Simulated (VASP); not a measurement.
A run of VASP 6.6.1 is set up as follows.

Contents of INCAR:

```
PREC = Accurate
ENCUT = 600
EDIFF = 1E-6
ISMEAR = 0
SIGMA = 0.1
LREAL = False
LASPH = True
NELM = 120
ALGO = Normal
ISIF = 2
LWAVE = False
LCHARG = True
GGA = RP
LELF = True
LVHAR = True
NBANDS = 12
GGA_COMPAT = False
```

Contents of KPOINTS:

```
Automatic mesh
0
Gamma
  8 8 8
```

POSCAR

```
Cu
1.0
    0.0000000000      1.8250000000      1.8250000000
    1.8250000000      0.0000000000      1.8250000000
    1.8250000000      1.8250000000      0.0000000000
Cu
1
Direct
    0.0000000000      0.0000000000      0.0000000000
```

Potentials or basis: VASP PAW PBE potentials, release 64 (Cu).

Command:

```sh
$ cat potpaw_PBE.64/Cu/POTCAR > POTCAR
$ mpirun -np 1 vasp_std > vasp.out
```

Task: Estimate the pressure.

Result: 3.9 GPa.

Caveat: the k points lie up to 0.37 Å⁻¹ apart; the PAW data sets were made with another functional, which shifts forces and pressure a little.
